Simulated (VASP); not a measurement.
CsRb2:

```
Cs Rb
1.0
     0.00000    5.04823    5.04823
     5.04823    0.00000    5.04823
     5.04823    5.04823    0.00000
Cs Rb
2 4
Direct
  0.00000 0.00000 0.00000
  0.25000 0.25000 0.25000
  0.62500 0.62500 0.62500
  0.12500 0.62500 0.62500
  0.62500 0.62500 0.12500
  0.62500 0.12500 0.62500
```

- Program: VASP 6.6.1
- Task: relaxation of cell and atoms
- Functional: PBE
- Potentials or basis: VASP PAW PBE potentials, release 64 (Cs_sv, Rb_sv)
- Cutoff: 600 eV
- k mesh: 4 × 4 × 4
- Occupations: gaussian, width 0.1 eV
- Spin: no spin polarisation

At the start: pressure 8.4 GPa; volume 42.88 Å³/atom.

**Question.** How do energy, volume and symmetry change on relaxing?

**Answer.** Over 5 steps the energy falls by 855.7 meV/atom and the volume is 100.88 Å³/atom (+135.2 %); space group Fd-3m (No. 227, to 0.1 Å) before and after.

The path:
| step | energy change (eV) | largest force (eV/Å) | pressure (GPa) | volume (Å³) |
| --- | --- | --- | --- | --- |
| 1 | 0.0000 | 0.0000 | 8.39 | 257.31 |
| 2 | -3.2741 | 0.0000 | 3.50 | 350.27 |
| 3 | -4.9502 | 0.0000 | 0.64 | 503.28 |
| 4 | -5.1104 | 0.0000 | 0.19 | 567.29 |
| 5 | -5.1341 | 0.0000 | 0.01 | 605.25 |

Final structure:
```yaml
crystal:
  lattice:
    - [0.00000, 6.71381, 6.71381]
    - [6.71381, 0.00000, 6.71381]
    - [6.71381, 6.71381, 0.00000]
  atoms:
    - { symbol: Cs, position: [0.00000, 0.00000, 0.00000] }
    - { symbol: Cs, position: [0.25000, 0.25000, 0.25000] }
    - { symbol: Rb, position: [0.62500, 0.62500, 0.62500] }
    - { symbol: Rb, position: [0.12500, 0.62500, 0.62500] }
    - { symbol: Rb, position: [0.62500, 0.62500, 0.12500] }
    - { symbol: Rb, position: [0.62500, 0.12500, 0.62500] }
```

Caveat: the volume moved by over 15 % at a fixed basis, so the end points are rough.
